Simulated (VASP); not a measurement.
# Mg (P6_3/mmc) in VASP: further runs

The runs below take Mg through single point, relaxation of cell and atoms, with r2SCAN.

Everything below comes from runs of VASP 6.6.1. Logs are shortened: lines on timing, memory, paths and dates and some standing lists are left out, and cuts for length are marked.

### 1 The cell of the first run

The structure is hexagonal, space group P6_3/mmc (No. 194). Conventional cell: a = 2.903 Å, b = 2.903 Å, c = 4.690 Å, α = 90.00°, β = 90.00°, γ = 120.00°. Within 3.8 Å of Mg (site symmetry -6m2) lie 12 Mg at 2.88 to 2.90 Å.

### 2 Single point, r2SCAN

POSCAR reads:

```
Mg
1.0
    2.9033178538      0.0000000000      0.0000000000
   -1.4516589269      2.5143470167      0.0000000000
    0.0000000000      0.0000000000      4.6903886303
Mg
2
Direct
    0.3333333333      0.6666666667      0.2500000000
    0.6666666667      0.3333333333      0.7500000000
```

INCAR.step1 reads:

```
ALGO = Normal
EDIFF = 1E-4
ENCUT = 520
GGA = PE
ISMEAR = -1
LASPH = True
LCHARG = False
LREAL = False
LWAVE = True
NBANDS = 9
NELM = 100
PREC = Accurate
SIGMA = 0.1
```

INCAR.step2 reads:

```
ALGO = Normal
EDIFF = 1E-6
ENCUT = 520
ISIF = 2
ISMEAR = -1
ISTART = 1
LASPH = True
LCHARG = True
LELF = True
LMIXTAU = True
LREAL = False
LVHAR = True
LWAVE = False
METAGGA = R2SCAN
NBANDS = 9
NELM = 100
PREC = Accurate
SIGMA = 0.1
```

KPOINTS reads:

```
k-points
0
Gamma
  18 18 10
```

Potentials or basis: VASP PAW PBE potentials, release 64 (Mg).

Started as:

```bash
$ cat potpaw_PBE.64/Mg/POTCAR > POTCAR
$ cp INCAR.step1 INCAR
$ mpirun -np 1 vasp_std > vasp.out
$ cp INCAR.step2 INCAR
$ mpirun -np 1 vasp_std > vasp.out
```

OUTCAR:

```text
EDIFF = 1E-6
   ENCUT = 520
   ISIF = 2
   ISMEAR = -1
   ISTART = 1
   LASPH = True
   LREAL = False
   METAGGA = R2SCAN
   NELM = 100
   PREC = Accurate

 ion  position               nearest neighbor table
   1  0.333  0.667  0.250-   2 2.88   2 2.88   2 2.88   2 2.88   2 2.88   2 2.88
   2  0.667  0.333  0.750-   1 2.88   1 2.88   1 2.88   1 2.88   1 2.88   1 2.88

  LATTYP: Found a hexagonal cell.
 ALAT       =     2.9033178538
 C/A-ratio  =     1.6155270854

  Lattice vectors:

 A1 = (   2.9033178538,   0.0000000000,   0.0000000000)
 A2 = (  -1.4516589269,   2.5143470167,   0.0000000000)
 A3 = (   0.0000000000,   0.0000000000,   4.6903886303)

Analysis of symmetry for initial positions (statically):
=====================================================================
 Subroutine PRICEL returns:
 Original cell was already a primitive cell.

 Routine SETGRP: Setting up the symmetry group for a
 hexagonal supercell.

 Subroutine GETGRP returns: Found 24 space group operations
 (whereof 12 operations were pure point group operations)
 out of a pool of 24 trial point group operations.

The static configuration has the point symmetry D_3d.
 The point group associated with its full space group is D_6h.

Analysis of symmetry for dynamics (positions and initial velocities):
=====================================================================
 Subroutine PRICEL returns:
 Original cell was already a primitive cell.

 Routine SETGRP: Setting up the symmetry group for a
 hexagonal supercell.

 Subroutine GETGRP returns: Found 24 space group operations
 (whereof 12 operations were pure point group operations)
 out of a pool of 24 trial point group operations.

The dynamic configuration has the point symmetry D_3d.
 The point group associated with its full space group is D_6h.

 Subroutine INISYM returns: Found 24 space group operations
 (whereof 12 operations are pure point group operations),
 and found     1 'primitive' translations

----------------------------------------------------------------------------------------

                                     Primitive cell

  volume of cell :      34.2396

  direct lattice vectors                    reciprocal lattice vectors
     2.903317854  0.000000000  0.000000000     0.344433524  0.198858788  0.000000000
    -1.451658927  2.514347017  0.000000000     0.000000000  0.397717576  0.000000000
     0.000000000  0.000000000  4.690388630     0.000000000  0.000000000  0.213201950

  length of vectors
     2.903317854  2.903317854  4.690388630     0.397717576  0.397717576  0.213201950

  position of ions in fractional coordinates (direct lattice)
     0.333333333  0.666666667  0.250000000
     0.666666667  0.333333333  0.750000000

  ion indices of the primitive-cell ions
   primitive index   ion index
                 1           1
                 2           2

----------------------------------------------------------------------------------------

 KPOINTS: k-points

Automatic generation of k-mesh.
 Grid dimensions read from file:
 generate k-points for:   18   18   10

 Generating k-lattice:

  Cartesian coordinates                     Fractional coordinates (reciprocal lattice)
     0.019135196  0.011047710  0.000000000     0.055555556  0.000000000  0.000000000
     0.000000000  0.022095421  0.000000000     0.000000000  0.055555556  0.000000000
     0.000000000  0.000000000  0.021320195     0.000000000  0.000000000  0.100000000

  Length of vectors
     0.022095421  0.022095421  0.021320195

  Shift w.r.t. Gamma in fractional coordinates (k-lattice)
     0.000000000  0.000000000  0.000000000

 Subroutine IBZKPT returns following result:
 ===========================================

 Found    222 irreducible k-points:

 Following reciprocal coordinates:
            Coordinates               Weight
  0.000000  0.000000  0.000000      1.000000
  0.055556 -0.000000  0.000000      6.000000
  0.111111 -0.000000  0.000000      6.000000
  0.166667  0.000000  0.000000      6.000000
  0.222222  0.000000  0.000000      6.000000
  0.277778  0.000000  0.000000      6.000000
[... 16 lines left out ...]
  0.333333  0.111111  0.000000     12.000000
  0.388889  0.111111  0.000000     12.000000
 [... further k-points ...]
   k-points           NKPTS =    222   k-points in BZ     NKDIM =    222   number of bands    NBANDS=      9
   number of dos      NEDOS =    301   number of ions     NIONS =      2
   total plane-waves  NPLWV =  20736
   dimension x,y,z NGX =    24 NGY =   24 NGZ =   36
   dimension x,y,z NGXF=    48 NGYF=   48 NGZF=   72
   ions per type =               2
   NGX,Y,Z   is equivalent  to a cutoff of  13.74, 13.74, 12.76 a.u.
   NGXF,Y,Z  is equivalent  to a cutoff of  27.49, 27.49, 25.52 a.u.
 SYSTEM =  unknown system
   PREC   = accura    normal or accurate (medium, high low for compatibility)
   ISTART =      1    job   : 0-new  1-cont  2-samecut
   ICHARG =      0    charge: 1-file 2-atom 10-const
   ISPIN  =      1    spin polarized calculation?
   LNONCOLLINEAR =      F non collinear calculations
   LSORBIT =      F    spin-orbit coupling
   LASPH  =      T    aspherical Exc in radial PAW
   ENCUT  =  520.0 eV  38.22 Ry    6.18 a.u.   5.40  5.40  8.72*2*pi/ulx,y,z
   NELM   =    100;   NELMIN=  2; NELMDL=  0     # of ELM steps
   EDIFF  = 0.1E-05   stopping-criterion for ELM
   LREAL  =      F    real-space projection
   EDIFFG = 0.1E-04   stopping-criterion for IOM
   NSW    =      0    number of steps for IOM
   IBRION =     -1    ionic relax: 0-MD 1-quasi-New 2-CG
   NFREE  =      0    steps in history (QN), initial steepest desc. (CG)
   ISIF   =      2    stress and relaxation
   ISYM   =      2    0-nonsym 1-usesym 2-fastsym
   POTIM  = 0.5000    time-step for ionic-motion
   TEBEG  =    0.0;   TEEND  =   0.0 temperature during run
   PSTRESS=    0.0 pullay stress
   NELECT =       4.0000    total number of electrons
   NUPDOWN=      -1.0000    fix difference up-down
   EMIN   =  10.00;   EMAX   =-10.00  energy-range for DOS
   EFERMI =   0.00;   METHOD = LEGACY
   ISMEAR =    -1;   SIGMA  =   0.10  broadening in eV -4-tet -1-fermi 0-gaus
   EFERMI_NEDOS =   21; number of points for ismear=-14 and -15
   IALGO  =     38    algorithm
   IMIX   =      4    mixing-type and parameters
     AMIX     =   0.40;   BMIX     =  1.00
     AMIX_MAG =   1.60;   BMIX_MAG =  1.00
  volume/ion in A,a.u.               =      17.12       115.53
  Fermi-wavevector in a.u.,A,eV,Ry     =   0.800298  1.512345  8.714226  0.640478
  Thomas-Fermi vector in A             =   1.907567
   LORBIT       =      0    0 simple, 1 ext, 2 COOP (PROOUT), +10 PAW based schemes
   METAGGA = R2SCAN    functional components
   LHFCALC =     F    Hartree Fock is set to
   AEXX    =    0.0000 exact exchange contribution
   IVDW    =     0    specifies the selected vdW correction
   LEPSILON=     F    determine dielectric tensor
   LRPA    =     F    only Hartree local field effects (RPA)
 non-spin polarized calculation
  energy-cutoff  :      520.00
  volume of cell :       34.24
 maximum number of plane-waves:       966
 NGX is ok and might be reduce to    24
   NGX = 11   NGY = 11   NGZ = 17

 number of electron       4.0000000 magnetization

 Free energy of the ion-electron system (eV)
  ---------------------------------------------------
  ext. energy  EPLUGINS =         0.00000000
  ---------------------------------------------------
  free energy    TOTEN  =        -7.82015716 eV

  energy without entropy =       -7.80190500  energy(sigma->0) =       -7.81103108

 E-fermi :   4.3726     XC(G=0): -10.0487

 val. band max:        4.3643414113   @ k =   0.3333   0.3333   0.4000
 cond. band min:       4.3801436650   @ k =   0.4444   0.0556   0.5000
 fundamental gap:      0.0158022536
 Fermi energy:         4.3725954388

 k-point     1 :       0.0000    0.0000    0.0000
  band No.  band energies     occupation
      1      -4.4163      2.00000
      2       2.0008      2.00000
      3       3.2267      1.99998
      4      17.8514      0.00000
      5      17.8514      0.00000
      6      18.6751      0.00000
      7      18.6751      0.00000
      8      18.8657      0.00000
      9      21.7615      0.00000

 k-point     2 :       0.0556   -0.0000    0.0000
  band No.  band energies     occupation
      1      -4.3382      2.00000
      2       2.0698      2.00000
      3       3.2987      1.99996
      4      16.2750      0.00000
      5      17.2021      0.00000
      6      18.1281      0.00000
      7      19.3899      0.00000
      8      19.7977      0.00000
      9      21.8636      0.00000

 k-point     3 :       0.1111   -0.0000    0.0000
  band No.  band energies     occupation
      1      -4.1045      2.00000
      2       2.2767      2.00000
      3       3.5122      1.99963
      4      14.1920      0.00000
      5      16.3583      0.00000
      6      17.0251      0.00000
      7      19.8620      0.00000
      8      20.2875      0.00000
      9      20.3709      0.00000

 k-point     4 :       0.1667    0.0000    0.0000
  band No.  band energies     occupation
      1      -3.7165      2.00000
      2       2.6221      2.00000
      3       3.8588      1.98833
      4      12.1462      0.00000
      5      15.6008      0.00000
      6      15.8422      0.00000
      7      17.7795      0.00000
      8      20.0939      0.00000
      9      20.7006      0.00000

 k-point     5 :       0.2222    0.0000    0.0000
  band No.  band energies     occupation
      1      -3.1768      2.00000
      2       3.1066      1.99999
      3       4.3179      1.26701
      4      10.2163      0.00000
      5      14.6636      0.00000
      6      14.9533      0.00000
      7      15.7660      0.00000
      8      19.2929      0.00000
      9      19.8992      0.00000

 k-point     6 :       0.2778    0.0000    0.0000
  band No.  band energies     occupation
      1      -2.4889      2.00000
      2       3.7310      1.99673
      3       4.8256      0.02134
      4       8.4785      0.00000
      5      13.4999      0.00000
      6      13.8673      0.00000
      7      14.4217      0.00000
      8      18.3411      0.00000
      9      19.2327      0.00000
[... 169 lines left out ...]
 k-point    21 :       0.2222    0.1111    0.0000
  band No.  band energies     occupation
      1      -2.2611      2.00000
      2       3.9397      1.97399
      3       5.0054      0.00356
      4       8.5562      0.00000
      5      11.1308      0.00000
      6      14.0672      0.00000
      7      15.8302      0.00000
      8      16.6353      0.00000
      9      18.8246      0.00000

 k-point    22 :       0.2778    0.1111    0.0000
  band No.  band energies     occupation
      1      -1.4322      2.00000
      2       4.7058      0.06897
      3       5.2555      0.00029
      4       7.3044      0.00000
      5      10.5193      0.00000
      6      12.3098      0.00000
      7      14.6140      0.00000
      8      16.1200      0.00000
      9      18.5368      0.00000

 k-point    23 :       0.3333    0.1111    0.0000
  band No.  band energies     occupation
      1      -0.4667      2.00000
      2       4.4852      0.48966
      3       5.6141      0.00001
      4       7.2456      0.00000
      5       9.9879      0.00000
      6      10.6856      0.00000
      7      13.5641      0.00000
      8      15.7552      0.00000
      9      18.3005      0.00000

 k-point    24 :       0.3889    0.1111    0.0000
  band No.  band energies     occupation
      1       0.6237      2.00000
      2       3.1893      1.99999
      3       6.6651      0.00000
      4       7.8295      0.00000
      5       9.2027      0.00000
      6       9.4805      0.00000
      7      12.8211      0.00000
      8      15.5370      0.00000
      9      18.1499      0.00000

 [... further k-points ...]

------------------------ aborting loop because EDIFF is reached ----------------------------------------

  FORCE on cell =-STRESS in cart. coord.  units (eV):
  Direction    XX          YY          ZZ          XY          YZ          ZX
  --------------------------------------------------------------------------------------
  -------------------------------------------------------------------------------------
  Total        3.9182436      3.9182436      3.9166330     -0.0000000      0.0000000      0.0000000
  in kB      183.3468195    183.3468195    183.2714587     -0.0000000      0.0000000      0.0000000
  external PRESSURE =     183.3216992 kB  Pullay stress =       0.0000000 kB

 VOLUME and BASIS-vectors are now :
 -----------------------------------------------------------------------------
  energy-cutoff  :      520.00
  volume of cell :       34.24
      direct lattice vectors                 reciprocal lattice vectors
     2.903317854  0.000000000  0.000000000     0.344433524  0.198858788  0.000000000
    -1.451658927  2.514347017  0.000000000     0.000000000  0.397717576  0.000000000
     0.000000000  0.000000000  4.690388630     0.000000000  0.000000000  0.213201950

 POSITION                                       TOTAL-FORCE (eV/Angst)
 -----------------------------------------------------------------------------------
     -0.00000      1.67623      1.17260        -0.000000     -0.000000      0.000000
      1.45166      0.83812      3.51779         0.000000      0.000000      0.000000
 -----------------------------------------------------------------------------------
    total drift:                               -0.000000      0.000000     -0.000000

  FREE ENERGIE OF THE ION-ELECTRON SYSTEM (eV)
  ---------------------------------------------------
  free  energy   TOTEN  =        -7.8201571636 eV

  energy  without entropy=       -7.8019049956  energy(sigma->0) =       -7.81103108
```

Wall time 3.1 min (1 thread of Oxide Virtual Turin-like, shared host); peak memory 0.18 GiB.

Results:

| Item | Value |
| --- | --- |
| Free energy | -7.8202 eV |
| Pressure | 18.3 GPa |
| Band gap on the k mesh | zero (bands 2 and 3 overlap by 2.11 eV) |

Caveat: the cell stands under pressure; the PAW data sets were made with another functional, which shifts forces and pressure a little.

### 3 Single point, r2SCAN

POSCAR is that of step 2.

INCAR.step1 reads:

```
SYSTEM = Mg
PREC = Accurate
ENCUT = 520
ISMEAR = -1
SIGMA = 0.1
LREAL = .False.
LASPH = .True.
NELM = 100
NBANDS = 9
GGA = PE
ALGO = Normal
EDIFF = 1E-4
LWAVE = .True.
LCHARG = .False.
```

INCAR.step2 reads:

```
SYSTEM = Mg
PREC = Accurate
ENCUT = 520
EDIFF = 1E-6
ISMEAR = -1
SIGMA = 0.1
LREAL = .False.
LASPH = .True.
NELM = 100
ALGO = Normal
ISIF = 2
LWAVE = .False.
LCHARG = .False.
METAGGA = R2SCAN
LMIXTAU = .True.
NBANDS = 9
ISTART = 1
```

KPOINTS reads:

```
Automatic mesh
0
Gamma
  18 18 10
  0 0 0
```

Potentials or basis: VASP PAW PBE potentials, release 64 (Mg).

Started as:

```bash
$ cat potpaw_PBE.64/Mg/POTCAR > POTCAR
$ cp INCAR.step1 INCAR
$ mpirun -np 1 vasp_std > vasp.out
$ cp INCAR.step2 INCAR
$ mpirun -np 1 vasp_std > vasp.out
```

It took 2.7 min on 1 thread of Oxide Virtual Turin-like, shared host; peak memory 0.17 GiB.

It converged, with:

- Free energy: -7.8202 eV
- Pressure: 18.3 GPa
- Band gap on the k mesh: zero (bands 2 and 3 overlap by 2.11 eV)

Levels at points of the mesh, in eV from the Fermi level:
| k point | band 1 | band 2 | band 3 | band 4 | band 5 |
| --- | --- | --- | --- | --- | --- |
| (0.00, 0.00, 0.00) | -8.79 | -2.37 | -1.15 | 13.48 | 13.48 |
| (0.50, 0.00, 0.00) | -2.94 | -2.51 | 3.21 | 3.34 | 4.60 |
| (0.00, 0.00, 0.50) | -6.99 | -6.99 | 6.44 | 6.44 | 14.29 |
| (0.50, 0.00, 0.50) | -1.60 | -1.60 | -0.33 | -0.33 | 9.56 |

Caveat: the cell stands under pressure; the PAW data sets were made with another functional, which shifts forces and pressure a little.

[end of part 1 of 3]
